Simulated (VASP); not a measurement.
# CaSe (P4/mmm) in VASP: single point with HSE06

Aim: the single point of CaSe with HSE06.

All numbers are computed with VASP 6.6.1; they aren't measurements. Logs are shortened: lines on timing, memory, paths and dates and some standing lists are left out, and cuts for length are marked.

### Step 1. The cell of the first run

It takes space group P4/mmm (No. 123, tetragonal). The conventional cell has a = 3.850 Å, b = 3.850 Å, c = 3.652 Å, α = 90.00°, β = 90.00°, γ = 90.00°. Within 4.3 Å of Ca (site symmetry 4/mmm) lie 8 Se at 3.28 Å and 6 Ca at 3.65 to 3.85 Å. Within 4.3 Å of Se (site symmetry 4/mmm) lie 8 Ca at 3.28 Å and 6 Se at 3.65 to 3.85 Å.

### Step 2. Single point, HSE06 (epitaxial xy strain +5.9%)

POSCAR reads:

```
CaSe
1.0
    3.8496007076      0.0000000000      0.0000000000
    0.0000000000      3.8496007076      0.0000000000
    0.0000000000      0.0000000000      3.6517371103
Ca Se
1 1
Direct
    0.0000000000      0.0000000000      0.0000000000
    0.5000000000      0.5000000000      0.5000000000
```

INCAR.step1 reads:

```
SYSTEM = CaSe
PREC = Accurate
ENCUT = 520
EDIFF = 1E-5
ISMEAR = 0
SIGMA = 0.01
LREAL = .False.
LASPH = .True.
NELM = 80
ALGO = Normal
ISIF = 2
LWAVE = .True.
LCHARG = .False.
NBANDS = 15
GGA = PE
KPAR = 2
```

INCAR.step2 reads:

```
SYSTEM = CaSe
PREC = Accurate
ENCUT = 520
EDIFF = 1E-7
ISMEAR = 0
SIGMA = 0.01
LREAL = .False.
LASPH = .True.
NELM = 80
ALGO = Normal
ISIF = 2
LWAVE = .False.
LCHARG = .False.
GGA = PE
LHFCALC = .True.
HFSCREEN = 0.2079
PRECFOCK = Normal
NBANDS = 15
ISTART = 1
KPAR = 2
```

KPOINTS reads:

```
Automatic mesh
0
Gamma
  6 6 6
  0 0 0
```

Potentials or basis: VASP PAW PBE potentials, release 64 (Ca_sv, Se).

Started as:

```console
$ cat potpaw_PBE.64/Ca_sv/POTCAR potpaw_PBE.64/Se/POTCAR > POTCAR
$ cp INCAR.step1 INCAR
$ mpirun -np 2 vasp_std > vasp.out
$ cp INCAR.step2 INCAR
$ mpirun -np 2 vasp_std > vasp.out
```

OUTCAR:

```text
SYSTEM = CaSe
   PREC = Accurate
   ENCUT = 520
   EDIFF = 1E-7
   ISMEAR = 0
   LREAL = .False.
   LASPH = .True.
   NELM = 80
   ISIF = 2
   GGA = PE
   LHFCALC = .True.
   HFSCREEN = 0.2079
   PRECFOCK = Normal
   ISTART = 1

 ion  position               nearest neighbor table
   1  0.000  0.000  0.000-
   2  0.500  0.500  0.500-

  LATTYP: Found a simple tetragonal cell.
 ALAT       =     3.8496007076
 C/A-ratio  =     0.9486015272

  Lattice vectors:

 A1 = (   3.8496007076,   0.0000000000,   0.0000000000)
 A2 = (   0.0000000000,   3.8496007076,   0.0000000000)
 A3 = (   0.0000000000,   0.0000000000,   3.6517371103)

Analysis of symmetry for initial positions (statically):
=====================================================================
 Subroutine PRICEL returns:
 Original cell was already a primitive cell.

 Routine SETGRP: Setting up the symmetry group for a
 simple tetragonal supercell.

 Subroutine GETGRP returns: Found 16 space group operations
 (whereof 16 operations were pure point group operations)
 out of a pool of 16 trial point group operations.

The static configuration has the point symmetry D_4h.

Analysis of symmetry for dynamics (positions and initial velocities):
=====================================================================
 Subroutine PRICEL returns:
 Original cell was already a primitive cell.

 Routine SETGRP: Setting up the symmetry group for a
 simple tetragonal supercell.

 Subroutine GETGRP returns: Found 16 space group operations
 (whereof 16 operations were pure point group operations)
 out of a pool of 16 trial point group operations.

The dynamic configuration has the point symmetry D_4h.

 Subroutine INISYM returns: Found 16 space group operations
 (whereof 16 operations are pure point group operations),
 and found     1 'primitive' translations

----------------------------------------------------------------------------------------

                                     Primitive cell

  volume of cell :      54.1166

  direct lattice vectors                    reciprocal lattice vectors
     3.849600708  0.000000000  0.000000000     0.259767201  0.000000000  0.000000000
     0.000000000  3.849600708  0.000000000     0.000000000  0.259767201  0.000000000
     0.000000000  0.000000000  3.651737110     0.000000000  0.000000000  0.273842276

  length of vectors
     3.849600708  3.849600708  3.651737110     0.259767201  0.259767201  0.273842276

  position of ions in fractional coordinates (direct lattice)
     0.000000000  0.000000000  0.000000000
     0.500000000  0.500000000  0.500000000

  ion indices of the primitive-cell ions
   primitive index   ion index
                 1           1
                 2           2

----------------------------------------------------------------------------------------

 KPOINTS: Automatic mesh

Automatic generation of k-mesh.
 Grid dimensions read from file:
 generate k-points for:    6    6    6

 Generating k-lattice:

  Cartesian coordinates                     Fractional coordinates (reciprocal lattice)
     0.043294533  0.000000000  0.000000000     0.166666667  0.000000000  0.000000000
     0.000000000  0.043294533  0.000000000     0.000000000  0.166666667  0.000000000
     0.000000000  0.000000000  0.045640379     0.000000000  0.000000000  0.166666667

  Length of vectors
     0.043294533  0.043294533  0.045640379

  Shift w.r.t. Gamma in fractional coordinates (k-lattice)
     0.000000000  0.000000000  0.000000000

 Subroutine IBZKPT returns following result:
 ===========================================

 Found     40 irreducible k-points:

 Following reciprocal coordinates:
            Coordinates               Weight
  0.000000  0.000000  0.000000      1.000000
  0.166667  0.000000  0.000000      4.000000
  0.333333  0.000000  0.000000      4.000000
  0.500000  0.000000  0.000000      2.000000
  0.166667  0.166667  0.000000      4.000000
  0.333333  0.166667  0.000000      8.000000
[... 16 lines left out ...]
  0.333333  0.000000  0.333333      8.000000
  0.500000  0.000000  0.333333      4.000000
 [... further k-points ...]
   k-points           NKPTS =     40   k-points in BZ     NKDIM =    216   number of bands    NBANDS=     15
   number of dos      NEDOS =    301   number of ions     NIONS =      2
   total plane-waves  NPLWV =  25200
   dimension x,y,z NGX =    30 NGY =   30 NGZ =   28
   dimension x,y,z NGXF=    60 NGYF=   60 NGZF=   56
   ions per type =               1   1
   NGX,Y,Z   is equivalent  to a cutoff of  12.96, 12.96, 12.75 a.u.
   NGXF,Y,Z  is equivalent  to a cutoff of  25.91, 25.91, 25.49 a.u.
 SYSTEM =  CaSe
   PREC   = accura    normal or accurate (medium, high low for compatibility)
   ISTART =      1    job   : 0-new  1-cont  2-samecut
   ICHARG =      0    charge: 1-file 2-atom 10-const
   ISPIN  =      1    spin polarized calculation?
   LNONCOLLINEAR =      F non collinear calculations
   LSORBIT =      F    spin-orbit coupling
   LASPH  =      T    aspherical Exc in radial PAW
   ENCUT  =  520.0 eV  38.22 Ry    6.18 a.u.   7.16  7.16  6.79*2*pi/ulx,y,z
   NELM   =     80;   NELMIN=  2; NELMDL=  0     # of ELM steps
   EDIFF  = 0.1E-06   stopping-criterion for ELM
   LREAL  =      F    real-space projection
   EDIFFG = 0.1E-05   stopping-criterion for IOM
   NSW    =      0    number of steps for IOM
   IBRION =     -1    ionic relax: 0-MD 1-quasi-New 2-CG
   NFREE  =      0    steps in history (QN), initial steepest desc. (CG)
   ISIF   =      2    stress and relaxation
   ISYM   =      3    0-nonsym 1-usesym 2-fastsym
   POTIM  = 0.5000    time-step for ionic-motion
   TEBEG  =    0.0;   TEEND  =   0.0 temperature during run
   PSTRESS=    0.0 pullay stress
   NELECT =      16.0000    total number of electrons
   NUPDOWN=      -1.0000    fix difference up-down
   EMIN   =  10.00;   EMAX   =-10.00  energy-range for DOS
   EFERMI =   0.00;   METHOD = LEGACY
   ISMEAR =     0;   SIGMA  =   0.01  broadening in eV -4-tet -1-fermi 0-gaus
   EFERMI_NEDOS =   21; number of points for ismear=-14 and -15
   IALGO  =     38    algorithm
   IMIX   =      1    mixing-type and parameters
     AMIX     =   0.40;   BMIX     =  1.00
     AMIX_MAG =   1.60;   BMIX_MAG =  1.00
  volume/ion in A,a.u.               =      27.06       182.60
  Fermi-wavevector in a.u.,A,eV,Ry     =   1.090614  2.060962 16.183308  1.189440
  Thomas-Fermi vector in A             =   2.226842
   LORBIT       =      0    0 simple, 1 ext, 2 COOP (PROOUT), +10 PAW based schemes
   GGA     = PE    functional components
   LHFCALC =     T    Hartree Fock is set to
   PRECFOCK=normal    Normal, Fast or Accurate (Low or Medium for compatibility)
   ENCUT4O =  -1.0   cutoff for four orbital integrals eV
   NKREDX  =     1    reduce k-point grid by
   NKREDY  =     1    reduce k-point grid by
   NKREDZ  =     1    reduce k-point grid by
   AEXX    =    0.2500 exact exchange contribution
   HFSCREEN=    0.2079 screening length (either q_TF or 0.3 A-1)
   HFSCREENC=   0.2079 screening length for correlation (either q_TF or 0.3 A-1)
   ENCUTFOCK=  -1.0 apply spherical cutoff to Coloumb kernel
   IVDW    =     0    specifies the selected vdW correction
   LEPSILON=     F    determine dielectric tensor
   LRPA    =     F    only Hartree local field effects (RPA)
 non-spin polarized calculation
 Gauss-broadening in eV      SIGMA  =   0.01
  energy-cutoff  :      520.00
  volume of cell :       54.12
 maximum number of plane-waves:      1474
 NGX is ok and might be reduce to    30
  NGX = 24; NGY = 24; NGZ = 24

 number of electron      16.0000005 magnetization

 Free energy of the ion-electron system (eV)
  ---------------------------------------------------
  ext. energy  EPLUGINS =         0.00000000
  ---------------------------------------------------
  free energy    TOTEN  =        -9.80505442 eV

  energy without entropy =       -9.80505442  energy(sigma->0) =       -9.80505442

 E-fermi :   3.3734     XC(G=0):  -7.5728

 val. band max:        3.1851483234   @ k =   0.5000   0.5000   0.0000
 cond. band min:       4.3366433158   @ k =   0.5000   0.5000   0.0000
 fundamental gap:      1.1514949923
 Fermi energy:         3.3734472318

 k-point     1 :       0.0000    0.0000    0.0000
  band No.  band energies     occupation
      1     -41.9785      2.00000
      2     -21.4422      2.00000
      3     -21.4296      2.00000
      4     -21.4296      2.00000
      5     -10.8015      2.00000
      6       1.8140      2.00000
      7       1.8140      2.00000
      8       2.4510      2.00000
      9       4.7785      0.00000
     10       5.1089      0.00000
     11       5.4821      0.00000
     12       8.2779      0.00000
     13       8.5044      0.00000
     14       8.5044      0.00000
     15      12.8744      0.00000

 k-point     2 :       0.1667    0.0000    0.0000
  band No.  band energies     occupation
      1     -41.9770      2.00000
      2     -21.4554      2.00000
      3     -21.4398      2.00000
      4     -21.4268      2.00000
      5     -10.6695      2.00000
      6       0.4111      2.00000
      7       1.7951      2.00000
      8       2.4380      2.00000
      9       5.2279      0.00000
     10       5.7721      0.00000
     11       6.4971      0.00000
     12       8.4199      0.00000
     13       8.5594      0.00000
     14       8.6073      0.00000
     15      12.2064      0.00000

 k-point     3 :       0.3333    0.0000    0.0000
  band No.  band energies     occupation
      1     -41.9741      2.00000
      2     -21.5066      2.00000
      3     -21.4349      2.00000
      4     -21.4212      2.00000
      5     -10.3812      2.00000
      6      -1.2438      2.00000
      7       1.7538      2.00000
      8       2.4079      2.00000
      9       5.7481      0.00000
     10       6.8135      0.00000
     11       8.2254      0.00000
     12       8.6739      0.00000
     13       8.8662      0.00000
     14       8.9228      0.00000
     15      10.9594      0.00000

 k-point     4 :       0.5000    0.0000    0.0000
  band No.  band energies     occupation
      1     -41.9726      2.00000
      2     -21.5318      2.00000
      3     -21.4324      2.00000
      4     -21.4184      2.00000
      5     -10.2219      2.00000
      6      -1.8923      2.00000
      7       1.7316      2.00000
      8       2.3909      2.00000
      9       6.0450      0.00000
     10       7.7882      0.00000
     11       8.6169      0.00000
     12       8.7338      0.00000
     13       9.1753      0.00000
     14       9.2792      0.00000
     15      10.4103      0.00000
[... 307 lines left out ...]
 k-point    22 :       0.1667    0.0000    0.3333
  band No.  band energies     occupation
      1     -41.9685      2.00000
      2     -21.5581      2.00000
      3     -21.4400      2.00000
      4     -21.4144      2.00000
      5     -10.1920      2.00000
      6      -0.8721      2.00000
      7       0.9759      2.00000
      8       1.9856      2.00000
      9       6.0993      0.00000
     10       6.8012      0.00000
     11       7.8948      0.00000
     12       7.9316      0.00000
     13       8.8581      0.00000
     14       9.5318      0.00000
     15      11.3657      0.00000

 k-point    23 :       0.3333    0.0000    0.3333
  band No.  band energies     occupation
      1     -41.9656      2.00000
      2     -21.5490      2.00000
      3     -21.4863      2.00000
      4     -21.4101      2.00000
      5     -10.0141      2.00000
      6      -0.5809      2.00000
      7      -0.1297      2.00000
      8       2.2679      2.00000
      9       5.7936      0.00000
     10       6.7873      0.00000
     11       7.3687      0.00000
     12       8.2502      0.00000
     13       8.4084      0.00000
     14       9.4530      0.00000
     15      11.6432      0.00000

 k-point    24 :       0.5000    0.0000    0.3333
  band No.  band energies     occupation
      1     -41.9641      2.00000
      2     -21.5443      2.00000
      3     -21.5094      2.00000
      4     -21.4079      2.00000
      5      -9.9188      2.00000
      6      -0.9133      2.00000
      7      -0.0435      2.00000
      8       2.4265      2.00000
      9       5.3726      0.00000
     10       6.8130      0.00000
     11       7.2838      0.00000
     12       7.7631      0.00000
     13       8.7979      0.00000
     14       9.6984      0.00000
     15      11.2906      0.00000

 [... further k-points ...]
[... 5 lines left out ...]
  --------------------------------------------------------------------------------------
  -------------------------------------------------------------------------------------
  Total       -2.5052058     -2.5052058      0.0284944      0.0000000     -0.0000000     -0.0000000
  in kB      -74.1691194    -74.1691194      0.8436066      0.0000000     -0.0000000     -0.0000000
  external PRESSURE =     -49.1648774 kB  Pullay stress =       0.0000000 kB

 VOLUME and BASIS-vectors are now :
 -----------------------------------------------------------------------------
  energy-cutoff  :      520.00
  volume of cell :       54.12
      direct lattice vectors                 reciprocal lattice vectors
     3.849600708  0.000000000  0.000000000     0.259767201  0.000000000  0.000000000
     0.000000000  3.849600708  0.000000000     0.000000000  0.259767201  0.000000000
     0.000000000  0.000000000  3.651737110     0.000000000  0.000000000  0.273842276

 POSITION                                       TOTAL-FORCE (eV/Angst)
 -----------------------------------------------------------------------------------
      0.00000      0.00000      0.00000         0.000000      0.000000      0.000000
      1.92480      1.92480      1.82587         0.000000      0.000000      0.000000
 -----------------------------------------------------------------------------------
    total drift:                               -0.000002     -0.000003      0.000001

  FREE ENERGIE OF THE ION-ELECTRON SYSTEM (eV)
  ---------------------------------------------------
  free  energy   TOTEN  =        -9.8050544214 eV

  energy  without entropy=       -9.8050544214  energy(sigma->0) =       -9.80505442
```

Wall time 52 min (2 MPI ranks of Intel Xeon Platinum 8375C at 2.90GHz (Ice Lake), shared host); peak memory 0.31 GiB.

What came out:

```yaml
Free_energy: -9.8051 eV
Pressure: -4.9 GPa
Band_gap_on_the_k_mesh: 1.15 eV
```

Caveat: the cell differs from its parent crystal (epitaxial xy strain +5.9%); the stress differs along the axes, from -7 to 0 GPa; the structure was generated, so it needn't be the stable form of CaSe; the PAW data sets were made with another functional, which shifts forces and pressure a little. A k mesh can miss the band edges.
